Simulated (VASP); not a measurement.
A run of VASP 6.6.1:

The input INCAR:

```
PREC = Accurate ; ENCUT = 1230
EDIFF = 1E-7 ; ISMEAR = -1
SIGMA = 0.05 ; LREAL = F
LASPH = T ; NELM = 120
ALGO = Normal ; ISIF = 3
LWAVE = F ; LCHARG = F
GGA = PS ; IVDW = 13
IBRION = 2 ; NSW = 60
EDIFFG = -0.01 ; GGA_COMPAT = F
NELMIN = 4
```

File KPOINTS:

```
Automatic mesh
0
Gamma
  10 10 26
```

The input POSCAR:

```
H
1.0
    2.6496387389      0.0000000000      0.0000000000
    0.0000000000      2.6496387389      0.0000000000
    0.0000000000      0.0000000000      0.9804929200
H
1
Direct
    0.0000000000      0.0000000000      0.5000000000
```

Potentials or basis: VASP PAW PBE potentials, release 64 (H_h).

The run is started by

```bash
$ cat potpaw_PBE.64/H_h/POTCAR > POTCAR
$ mpirun -np 1 vasp_std > vasp.out
```

Hardware: 1 thread of AMD EPYC 7R13 Processor (Zen 3), on a shared host.

**Question.** How long does it take, and how much memory?

**Answer.** It took 44 s on 1 thread of AMD EPYC 7R13 Processor (Zen 3), with other jobs on the host, peak memory 0.12 GiB. Counts: scf iterations 42, k points 294, ion steps 7.
